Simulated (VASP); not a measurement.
Wanted: the native input for a VASP 6.6.1 run.

```
Task                   : relaxation of cell and atoms
Functional             : PBEsol
Potentials or basis    : VASP PAW PBE potentials, release 64 (Sc_sv)
Cutoff                 : 600 eV
k mesh                 : 6 × 6 × 4
Occupations            : fermi-dirac, width 0.05 eV
Spin                   : no spin polarisation
Target pressure        : 20 GPa
Dipole correction      : no
Further INCAR settings : ALGO = Normal; EDIFF = 1e-06; IBRION = 2; EDIFFG = -0.02; NSW = 80; ISIF = 3
```

The structure of Sc lies in POSCAR:

```
Sc
1.0
    3.2800000000      0.0000000000      0.0000000000
   -1.6400000000      2.8405633244      0.0000000000
    0.0000000000      0.0000000000      5.3562400000
Sc
2
Direct
    0.3333333333      0.6666666667      0.2500000000
    0.6666666667      0.3333333333      0.7500000000
```

These files were run (other wordings do the same):

INCAR

```
PREC = Accurate ; ENCUT = 600
EDIFF = 1E-6 ; ISMEAR = -1
SIGMA = 0.05 ; LREAL = False
LASPH = True ; NELM = 80
ALGO = Normal ; ISIF = 3
LWAVE = False ; LCHARG = False
GGA = PS ; IBRION = 2
NSW = 80 ; EDIFFG = -0.02
PSTRESS = 200.0
```

KPOINTS

```
Automatic mesh
0
Gamma
  6 6 4
```

Potentials or basis: VASP PAW PBE potentials, release 64 (Sc_sv).

Launch:

```sh
$ cat potpaw_PBE.64/Sc_sv/POTCAR > POTCAR
$ mpirun -np 1 vasp_std > vasp.out
```

It gave:

```json
{
  "Relaxed volume": "18.68 Å³/atom",
  "Relaxed cell": "a = 3.046 Å, b = 3.046 Å, c = 4.650 Å, α = 90.00°, β = 90.00°, γ = 120.00°",
  "Space group after relaxing (to 0.1 Å)": "P6_3/mmc (No. 194)",
  "Energy change on relaxing (the run minimises the enthalpy)": "+239.8 meV/atom",
  "Ionic steps": "9",
  "Pressure after relaxing": "20.0 GPa",
  "Band gap on the k mesh": "zero (bands 11 and 12 overlap by 2.42 eV)"
}
```

Caveat: the k points lie up to 0.40 Å⁻¹ apart in the final cell, too coarse for converged energies and pressures of a metal; the cell is relaxed towards a set pressure, so the run minimises the enthalpy, not the energy; the volume moved by over 15 % at a fixed basis, so the end points are rough; the PAW data sets were made with another functional, which shifts forces and pressure a little.

It took 2.7 min on 1 thread of Intel Xeon 8259CL, on a shared host, peak memory 0.2 GiB.
